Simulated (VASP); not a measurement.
# Na (Im-3m) in VASP: a series of runs, part 2 of 2

VASP 6.6.1.

## (3) Relaxation of cell and atoms, PBE, target pressure 20 GPa, at which the enthalpy is minimised

INCAR reads:

```
ALGO = Fast ; EDIFF = 1E-7
EDIFFG = -0.01 ; ENCUT = 600
GGA = PE ; IBRION = 2
ISIF = 3 ; ISMEAR = -1
LASPH = True ; LCHARG = False
LREAL = False ; LWAVE = False
NELM = 60 ; NSW = 60
PREC = Accurate ; PSTRESS = 200.0
SIGMA = 0.05
```

KPOINTS reads:

```
k-points
0
Gamma
  9 9 9
```

POSCAR reads:

```
Na
1.0
   -2.1410000000      2.1410000000      2.1410000000
    2.1410000000     -2.1410000000      2.1410000000
    2.1410000000      2.1410000000     -2.1410000000
Na
1
Direct
    0.0000000000      0.0000000000      0.0000000000
```

Potentials or basis: VASP PAW PBE potentials, release 64 (Na_pv).

On the command line:

```bash
cat potpaw_PBE.64/Na_pv/POTCAR > POTCAR
mpirun -np 1 vasp_std > vasp.out
```

Run time: 2.7 min. Hardware: 1 thread of Intel Xeon 8259CL, shared host; peak memory 0.17 GiB.

The run converged. Its results:

```
Free energy                                            : -0.6610 eV
Relaxed volume                                         : 18.40 Å³/atom
Relaxed cell                                           : a = 2.881 Å, b = 2.881 Å, c = 2.881 Å, α = 109.47°, β = 109.47°, γ = 109.47°
Space group after relaxing (to 0.05 Å)                 : Im-3m (No. 229)
Energy change on relaxing (the enthalpy is what falls) : +653.5 meV/atom
Ionic steps                                            : 17
Pressure after relaxing                                : 20.0 GPa
```

The path:
```csv
step,energy change (eV),largest force (eV/Å),pressure (GPa),volume (Å³)
1,0.0000,0.0000,-0.44,39.26
2,0.8335,0.0000,25.36,17.12
3,0.6648,0.0000,20.32,18.31
4,0.6254,0.0000,19.18,18.63
5,0.6260,0.0000,19.20,18.63
6,0.6277,0.0000,19.28,18.61
7,0.6277,0.0000,19.24,18.61
8,0.6278,0.0000,19.24,18.61
9,0.6279,0.0000,19.24,18.61
10,0.6282,0.0000,19.26,18.61
11,0.6286,0.0000,19.28,18.60
12,0.6296,0.0000,19.31,18.60
13,0.6316,0.0000,19.39,18.58
14,0.6355,0.0000,19.53,18.55
15,0.6434,0.0000,19.68,18.48
16,0.6595,0.0000,20.19,18.35
17,0.6535,0.0000,20.01,18.40
```

Final structure:
```yaml
crystal:
  lattice:
    - [-1.66313, 1.66313, 1.66313]
    - [1.66313, -1.66313, 1.66313]
    - [1.66313, 1.66313, -1.66313]
  atoms:
    - { symbol: Na, position: [0.00000, 0.00000, 0.00000] }
```

Levels at points of the mesh, in eV from the Fermi level:
| k point | band 1 | band 2 | band 3 | band 4 | band 5 | band 6 | band 7 |
| --- | --- | --- | --- | --- | --- | --- | --- |
| (0.00, 0.00, 0.00) | -24.84 | -24.84 | -24.84 | -5.09 | 17.01 | 17.01 | 17.01 |

Caveat: the cell is relaxed towards a set pressure, so the enthalpy falls and the energy may rise; the volume moved by over 15 % at a fixed basis, so the end points are rough.

## (4) Relaxation of cell and atoms, PBE, target pressure 30 GPa, at which the enthalpy is minimised

INCAR reads:

```
SYSTEM = Na
  PREC = Accurate
  ENCUT = 600
  EDIFF = 1E-6
  ISMEAR = -1
  SIGMA = 0.05
  LREAL = .False.
  LASPH = .True.
  NELM = 80
  ALGO = Normal
  ISIF = 3
  LWAVE = .False.
  LCHARG = .False.
  GGA = PE
  IBRION = 2
  NSW = 60
  EDIFFG = -0.01
  PSTRESS = 300.0
```

KPOINTS reads:

```
regular mesh
0
Gamma
  9 9 9
  0 0 0
```

POSCAR is that of step 3.

On the command line:

```bash
cat potpaw_PBE.64/Na_pv/POTCAR > POTCAR
mpirun -np 1 vasp_std > vasp.out
```

It took 66 s on 1 thread of Intel Xeon 8259CL, shared host; peak memory 0.17 GiB.

Results (log left out):

- Free energy: -0.3270 eV
- Relaxed volume: 16.23 Å³/atom
- Relaxed cell: a = 2.762 Å, b = 2.762 Å, c = 2.762 Å, α = 109.47°, β = 109.47°, γ = 109.47°
- Space group after relaxing (to 0.05 Å): Im-3m (No. 229)
- Energy change on relaxing (the enthalpy is what falls): +987.6 meV/atom
- Ionic steps: 7
- Pressure after relaxing: 30.1 GPa

Step by step:
```
step  energy change (eV)  largest force (eV/Å)  pressure (GPa)  volume (Å³)
   1              0.0000                0.0000           -0.44        39.26
   2              3.2307                0.0000          113.58        10.30
   3              0.8728                0.0000           26.46        16.88
   4              0.9586                0.0000           29.11        16.38
   5              1.0206                0.0000           31.05        16.05
   6              0.9767                0.0000           29.49        16.29
   7              0.9876                0.0000           30.07        16.23
```

Final structure:
```
Na
1.0
    -1.59487    1.59487    1.59487
     1.59487   -1.59487    1.59487
     1.59487    1.59487   -1.59487
Na
1
Direct
  0.00000 0.00000 0.00000
```

Levels at points of the mesh, in eV from the Fermi level:
```tsv
k point	band 1	band 2	band 3	band 4	band 5	band 6
(0.00, 0.00, 0.00)	-24.99	-24.99	-24.99	-5.50	18.08	18.08
```

Caveat: the cell is relaxed towards a set pressure, so the enthalpy falls and the energy may rise; the volume moved by over 15 % at a fixed basis, so the end points are rough.

## (5) Single point, PBEsol+D4

This run uses another cell than the first one, of 36.09 Å³/atom, 0.919 times its volume.

INCAR reads:

```
SYSTEM = Na
PREC = Accurate ; ENCUT = 520
EDIFF = 1E-6 ; ISMEAR = 1
SIGMA = 0.1 ; LREAL = .False.
LASPH = .True. ; NELM = 60
ALGO = Normal ; ISIF = 2
LWAVE = .False. ; LCHARG = .True.
GGA = PS ; IVDW = 13
LELF = .True. ; LVHAR = .True.
NBANDS = 10
```

KPOINTS reads:

```
Automatic mesh
0
Gamma
  9 9 9
  0 0 0
```

POSCAR reads:

```
Na
1.0
    3.6058889409     -0.0000000001     -0.0000000002
   -1.2019629802      3.3996646965     -0.0000000003
   -1.2019629802     -1.6998323479      2.9441959917
Na
1
Direct
    0.0000000000      0.0000000000      0.0000000000
```

On the command line:

```bash
cat potpaw_PBE.64/Na_pv/POTCAR > POTCAR
mpirun -np 1 vasp_std > vasp.out
```

Run time: 6.9 s. Hardware: 1 thread of Intel Xeon Platinum 8259CL at 2.50GHz (Skylake/Cascade Lake), shared host; peak memory 0.15 GiB.

It converged, with:

```
Free energy                : -1.4123 eV
Pressure                   : 0.0 GPa
Dispersion energy per atom : -0.008 eV
```

Levels at points of the mesh, in eV from the Fermi level:
```
           k point  band 1  band 2  band 3  band 4  band 5  band 6  band 7  band 8
(0.00, 0.00, 0.00)  -24.71  -24.71  -24.71   -3.28   11.96   11.96   11.96   12.98
```

Caveat: the PAW data sets were made with another functional, which shifts forces and pressure a little; pairwise dispersion overbinds metals, which lowers pressure and volume.

## (6) Overview

| task | level | cell | cutoff (eV) | smearing | gap on the mesh (eV) | pressure (GPa) |
| --- | --- | --- | --- | --- | --- | --- |
| relaxation of cell and atoms | PBE | relaxed to 10 GPa from a = 3.708 Å, angles 109.5°, 1 atom | 600 | fermi-dirac 0.05 eV | none | 9.9 |
| relaxation of cell and atoms | PBE | relaxed to 20 GPa from a = 3.708 Å, angles 109.5°, 1 atom | 600 | fermi-dirac 0.05 eV | none | 20.0 |
| relaxation of cell and atoms | PBE | relaxed to 30 GPa from a = 3.708 Å, angles 109.5°, 1 atom | 600 | fermi-dirac 0.05 eV | none | 30.1 |
| single point | PBEsol+D4 | a = 3.606 Å, angles 109.5°, 1 atom | 520 | methfessel-paxton 0.1 eV | none | 0.0 |

Alike in all rows: potentials or basis VASP PAW PBE potentials, release 64 (Na_pv); no spin polarisation; k mesh 9 × 9 × 9.

Caveats: the cell is relaxed towards a set pressure, so the enthalpy falls and the energy may rise (some runs); the volume moved by over 15 % at a fixed basis, so the end points are rough (some runs); the PAW data sets were made with another functional, which shifts forces and pressure a little (some runs); pairwise dispersion overbinds metals, which lowers pressure and volume (some runs).

Total energies depend on the potentials used, so only differences within one code and one set of settings carry meaning.
